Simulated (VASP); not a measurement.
# NaTlTe2 (P-4m2) in VASP: single point with r2SCAN

Aim: the single point of NaTlTe2 with r2SCAN.

Program: VASP 6.6.1. These are calculated values, not measurements. Logs are shortened: lines on timing, memory, paths and dates and some standing lists are left out, and cuts for length are marked.

### Step 1. The cell of the first run

It takes space group P-4m2 (No. 115, tetragonal). Conventional cell: a = 4.635 Å, b = 4.635 Å, c = 7.423 Å, α = 90.00°, β = 90.00°, γ = 90.00°. Na (site symmetry -4m2) has 4 Te at 3.06 Å within 4.0 Å. Within 3.8 Å of Te (site symmetry 2mm) lie 2 Tl at 2.88 Å and 2 Na at 3.06 Å. Tl (site symmetry -4m2) has 4 Te at 2.88 Å within 3.8 Å.

### Step 2. Single point, r2SCAN

Input file POSCAR:

```
NaTlTe2
1.0
    4.6345929456      0.0000000000      0.0000000000
    0.0000000000      4.6345929456      0.0000000000
    0.0000000000      0.0000000000      7.4229362640
Na Te Tl
1 2 1
Direct
    0.0000000000      0.0000000000      0.0000000000
    0.0000000000      0.5000000000      0.2685705920
    0.5000000000      0.0000000000      0.7314294080
    0.5000000000      0.5000000000      0.5000000000
```

Input file INCAR.step1:

```
SYSTEM = NaTlTe2
PREC = Accurate
ENCUT = 520
ISMEAR = -1
SIGMA = 0.02
LREAL = .False.
LASPH = .True.
NELM = 80
NBANDS = 24
GGA = PE
ALGO = Normal
EDIFF = 1E-4
LWAVE = .True.
LCHARG = .False.
```

Input file INCAR.step2:

```
SYSTEM = NaTlTe2
PREC = Accurate
ENCUT = 520
EDIFF = 1E-6
ISMEAR = -1
SIGMA = 0.02
LREAL = .False.
LASPH = .True.
NELM = 80
ALGO = Normal
ISIF = 2
LWAVE = .False.
LCHARG = .False.
METAGGA = R2SCAN
LMIXTAU = .True.
NBANDS = 24
ISTART = 1
```

Input file KPOINTS:

```
Automatic mesh
0
Gamma
  6 6 4
  0 0 0
```

Potentials or basis: VASP PAW PBE potentials, release 64 (Na_pv, Te, Tl_d).

Launch:

```bash
cat potpaw_PBE.64/Na_pv/POTCAR potpaw_PBE.64/Te/POTCAR potpaw_PBE.64/Tl_d/POTCAR > POTCAR
cp INCAR.step1 INCAR
mpirun -np 1 vasp_std > vasp.out
cp INCAR.step2 INCAR
mpirun -np 1 vasp_std > vasp.out
```

OUTCAR:

```text
SYSTEM = NaTlTe2
   PREC = Accurate
   ENCUT = 520
   EDIFF = 1E-6
   ISMEAR = -1
   LREAL = .False.
   LASPH = .True.
   NELM = 80
   ISIF = 2
   METAGGA = R2SCAN
   ISTART = 1

 ion  position               nearest neighbor table
   1  0.000  0.000  0.000-   2 3.06   3 3.06   2 3.06   3 3.06
   2  0.000  0.500  0.269-   4 2.88   4 2.88   1 3.06   1 3.06
   3  0.500  0.000  0.731-   4 2.88   4 2.88   1 3.06   1 3.06
   4  0.500  0.500  0.500-   2 2.88   3 2.88   3 2.88   2 2.88

  LATTYP: Found a simple tetragonal cell.
 ALAT       =     4.6345929456
 C/A-ratio  =     1.6016371559

  Lattice vectors:

 A1 = (   4.6345929456,   0.0000000000,   0.0000000000)
 A2 = (   0.0000000000,   4.6345929456,   0.0000000000)
 A3 = (   0.0000000000,   0.0000000000,   7.4229362640)

Analysis of symmetry for initial positions (statically):
=====================================================================
 Subroutine PRICEL returns:
 Original cell was already a primitive cell.

 Routine SETGRP: Setting up the symmetry group for a
 simple tetragonal supercell.

 Subroutine GETGRP returns: Found  8 space group operations
 (whereof  8 operations were pure point group operations)
 out of a pool of 16 trial point group operations.

The static configuration has the point symmetry D_2d.

Analysis of symmetry for dynamics (positions and initial velocities):
=====================================================================
 Subroutine PRICEL returns:
 Original cell was already a primitive cell.

 Routine SETGRP: Setting up the symmetry group for a
 simple tetragonal supercell.

 Subroutine GETGRP returns: Found  8 space group operations
 (whereof  8 operations were pure point group operations)
 out of a pool of 16 trial point group operations.

The dynamic configuration has the point symmetry D_2d.

 Subroutine INISYM returns: Found  8 space group operations
 (whereof  8 operations are pure point group operations),
 and found     1 'primitive' translations

----------------------------------------------------------------------------------------

                                     Primitive cell

  volume of cell :     159.4406

  direct lattice vectors                    reciprocal lattice vectors
     4.634592946  0.000000000  0.000000000     0.215768680  0.000000000  0.000000000
     0.000000000  4.634592946  0.000000000     0.000000000  0.215768680  0.000000000
[... 83 lines left out ...]
   ISPIN  =      1    spin polarized calculation?
   LNONCOLLINEAR =      F non collinear calculations
   LSORBIT =      F    spin-orbit coupling
   LASPH  =      T    aspherical Exc in radial PAW
   ENCUT  =  520.0 eV  38.22 Ry    6.18 a.u.   8.62  8.62 13.80*2*pi/ulx,y,z
   NELM   =     80;   NELMIN=  2; NELMDL=  0     # of ELM steps
   EDIFF  = 0.1E-05   stopping-criterion for ELM
   LREAL  =      F    real-space projection
   EDIFFG = 0.1E-04   stopping-criterion for IOM
   NSW    =      0    number of steps for IOM
   IBRION =     -1    ionic relax: 0-MD 1-quasi-New 2-CG
   NFREE  =      0    steps in history (QN), initial steepest desc. (CG)
   ISIF   =      2    stress and relaxation
   ISYM   =      2    0-nonsym 1-usesym 2-fastsym
   POTIM  = 0.5000    time-step for ionic-motion
   TEBEG  =    0.0;   TEEND  =   0.0 temperature during run
   PSTRESS=    0.0 pullay stress
   NELECT =      32.0000    total number of electrons
   NUPDOWN=      -1.0000    fix difference up-down
   EMIN   =  10.00;   EMAX   =-10.00  energy-range for DOS
   EFERMI =   0.00;   METHOD = LEGACY
   ISMEAR =    -1;   SIGMA  =   0.02  broadening in eV -4-tet -1-fermi 0-gaus
   EFERMI_NEDOS =   21; number of points for ismear=-14 and -15
   IALGO  =     38    algorithm
   IMIX   =      4    mixing-type and parameters
     AMIX     =   0.40;   BMIX     =  1.00
     AMIX_MAG =   1.60;   BMIX_MAG =  1.00
  volume/ion in A,a.u.               =      39.86       268.99
  Fermi-wavevector in a.u.,A,eV,Ry     =   0.958499  1.811301 12.499960  0.918721
  Thomas-Fermi vector in A             =   2.087612
   LORBIT       =      0    0 simple, 1 ext, 2 COOP (PROOUT), +10 PAW based schemes
   METAGGA = R2SCAN    functional components
   LHFCALC =     F    Hartree Fock is set to
   AEXX    =    0.0000 exact exchange contribution
   IVDW    =     0    specifies the selected vdW correction
   LEPSILON=     F    determine dielectric tensor
   LRPA    =     F    only Hartree local field effects (RPA)
 non-spin polarized calculation
  energy-cutoff  :      520.00
  volume of cell :      159.44
 maximum number of plane-waves:      4332
 NGX is ok and might be reduce to    36
   NGX = 17   NGY = 17   NGZ = 27

 number of electron      32.0000006 magnetization

 Free energy of the ion-electron system (eV)
  ---------------------------------------------------
  ext. energy  EPLUGINS =         0.00000000
  ---------------------------------------------------
  free energy    TOTEN  =      -109.53540219 eV

  energy without entropy =     -109.53539271  energy(sigma->0) =     -109.53539745

 E-fermi :   1.8760     XC(G=0):  -7.9793

 val. band max:        1.7060500648   @ k =   0.1667   0.0000   0.0000
 cond. band min:       2.0007319453   @ k =   0.0000   0.0000   0.0000
 fundamental gap:      0.2946818805
 Fermi energy:         1.8760150653

 k-point     1 :       0.0000    0.0000    0.0000
  band No.  band energies     occupation
      1     -22.4008      2.00000
      2     -22.4008      2.00000
      3     -22.3620      2.00000
      4     -10.1338      2.00000
      5      -9.7913      2.00000
      6      -9.7913      2.00000
[... 637 lines left out ...]
     23       8.9147      0.00000
     24       9.0881      0.00000

 [... further k-points ...]
[... 5 lines left out ...]
  --------------------------------------------------------------------------------------
  -------------------------------------------------------------------------------------
  Total       -0.0222700     -0.0222700     -0.0026744      0.0000000      0.0000000      0.0000000
  in kB       -0.2237858     -0.2237858     -0.0268748      0.0000000      0.0000000      0.0000000
  external PRESSURE =      -0.1581488 kB  Pullay stress =       0.0000000 kB

 VOLUME and BASIS-vectors are now :
 -----------------------------------------------------------------------------
  energy-cutoff  :      520.00
  volume of cell :      159.44
      direct lattice vectors                 reciprocal lattice vectors
     4.634592946  0.000000000  0.000000000     0.215768680  0.000000000  0.000000000
     0.000000000  4.634592946  0.000000000     0.000000000  0.215768680  0.000000000
     0.000000000  0.000000000  7.422936264     0.000000000  0.000000000  0.134717579

 POSITION                                       TOTAL-FORCE (eV/Angst)
 -----------------------------------------------------------------------------------
      0.00000      0.00000      0.00000         0.000000      0.000000      0.000000
      0.00000      2.31730      1.99358         0.000000      0.000000     -0.008717
      2.31730      0.00000      5.42935        -0.000000      0.000000      0.008717
      2.31730      2.31730      3.71147         0.000000     -0.000000      0.000000
 -----------------------------------------------------------------------------------
    total drift:                                0.000000      0.000000      0.000000

  FREE ENERGIE OF THE ION-ELECTRON SYSTEM (eV)
  ---------------------------------------------------
  free  energy   TOTEN  =      -109.5354021891 eV

  energy  without entropy=     -109.5353927072  energy(sigma->0) =     -109.53539745
```

OUTCAR.step1:

```text
SYSTEM = NaTlTe2
   PREC = Accurate
   ENCUT = 520
   ISMEAR = -1
   LREAL = .False.
   LASPH = .True.
[... 877 lines left out ...]
      0.00000      2.31730      1.99358        -0.000000      0.000000     -0.122990
      2.31730      0.00000      5.42935        -0.000000     -0.000000      0.122990
      2.31730      2.31730      3.71147         0.000000      0.000000      0.000000
 -----------------------------------------------------------------------------------
    total drift:                                0.000000      0.000000      0.000000

  FREE ENERGIE OF THE ION-ELECTRON SYSTEM (eV)
  ---------------------------------------------------
  free  energy   TOTEN  =       -11.3162066853 eV

  energy  without entropy=      -11.3153501222  energy(sigma->0) =      -11.31577840
```

OSZICAR.step1:

```text
N       E                     dE             d eps       ncg     rms          rms(c)
DAV:   1     0.191503555689E+03    0.19150E+03   -0.14039E+04  1480   0.114E+03
DAV:   2     0.606739330266E+00   -0.19090E+03   -0.17995E+03  1552   0.260E+02
DAV:   3    -0.113625201657E+02   -0.11969E+02   -0.11777E+02  1864   0.653E+01
DAV:   4    -0.116630203437E+02   -0.30050E+00   -0.30035E+00  1768   0.108E+01
DAV:   5    -0.116692317361E+02   -0.62114E-02   -0.62112E-02  1952   0.149E+00    0.657E+00
DAV:   6    -0.113398243684E+02    0.32941E+00   -0.38739E-01  1504   0.561E+00    0.470E+00
DAV:   7    -0.113147185058E+02    0.25106E-01   -0.41313E-01  1712   0.374E+00    0.142E+00
DAV:   8    -0.113130007104E+02    0.17178E-02   -0.53516E-02  1536   0.177E+00    0.570E-01
DAV:   9    -0.113152804814E+02   -0.22798E-02   -0.44166E-03  1536   0.473E-01    0.168E-01
DAV:  10    -0.113158575416E+02   -0.57706E-03   -0.59876E-04  1600   0.155E-01    0.621E-02
DAV:  11    -0.113162066981E+02   -0.34916E-03   -0.55193E-04  1360   0.147E-01    0.493E-02
DAV:  12    -0.113162066853E+02    0.12813E-07   -0.45045E-05  1216   0.479E-02
   1 F= -.11316207E+02 E0= -.11315778E+02  d E =-.856563E-03
```

It took 12 min on 1 thread of Oxide Virtual Turin-like, shared host; peak memory 0.32 GiB.

Results:

* Free energy: -109.5354 eV
* Pressure: 0.0 GPa
* Largest force: 0.009 eV/Å
* Band gap on the k mesh: 0.29 eV

Forces in eV/Å, atoms in the order of the input:
```
Na   0.000  0.000  0.000
Te   0.000  0.000 -0.009
Te   0.000  0.000  0.009
Tl   0.000  0.000  0.000
```

Caveat: the PAW data sets were made with another functional, which shifts forces and pressure a little; spin-orbit coupling is left out, which moves the levels of the heavy elements.
